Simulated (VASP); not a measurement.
Input of a VASP 6.6.1 run:

Contents of INCAR:

```
SYSTEM = BeAl2H2C
ALGO = Normal
EDIFF = 1E-7
ENCUT = 520
GGA = PE
ISIF = 2
ISMEAR = 0
ISPIN = 2
LASPH = .True.
LCHARG = .False.
LORBIT = 11
LREAL = .False.
LWAVE = .False.
MAGMOM = 0 0 0 0 0 1
NBANDS = 20
NELM = 150
PREC = Accurate
SIGMA = 0.1
```

Contents of KPOINTS:

```
k-points
0
Gamma
  6 6 4
  0 0 0
```

The input POSCAR:

```
BeAl2H2C
1.0
    3.2771144178      0.0000000000      0.0000000000
    0.0000000000      3.2771144178      0.0000000000
    0.0000000000      0.0000000000      4.8506928408
Be Al H C
1 2 2 1
Direct
    0.0000000000      0.0000000000      0.0000000000
    0.5000000000      0.5000000000      0.2638989920
    0.5000000000      0.5000000000      0.7361010080
    0.0000000000      0.5000000000      0.0000000000
    0.5000000000      0.0000000000      0.0000000000
    0.0000000000      0.0000000000      0.5000000000
```

Potentials or basis: VASP PAW PBE potentials, release 64 (Be, Al, H, C).

Run with:

```console
$ cat potpaw_PBE.64/Be/POTCAR potpaw_PBE.64/Al/POTCAR potpaw_PBE.64/H/POTCAR potpaw_PBE.64/C/POTCAR > POTCAR
$ mpirun -np 1 vasp_std > vasp.out
```

Estimate the band gap on the k mesh.

zero (filled and empty bands overlap).

Predict the pressure.

-0.3 GPa.

Estimate the largest force.

0.013 eV/Å.

Forces in eV/Å, atoms in the order of the input:
```
Be   0.000  0.000  0.000
Al   0.000  0.000  0.013
Al   0.000  0.000 -0.013
H    0.000  0.000  0.000
H    0.000  0.000  0.000
C    0.000  0.000  0.000
```
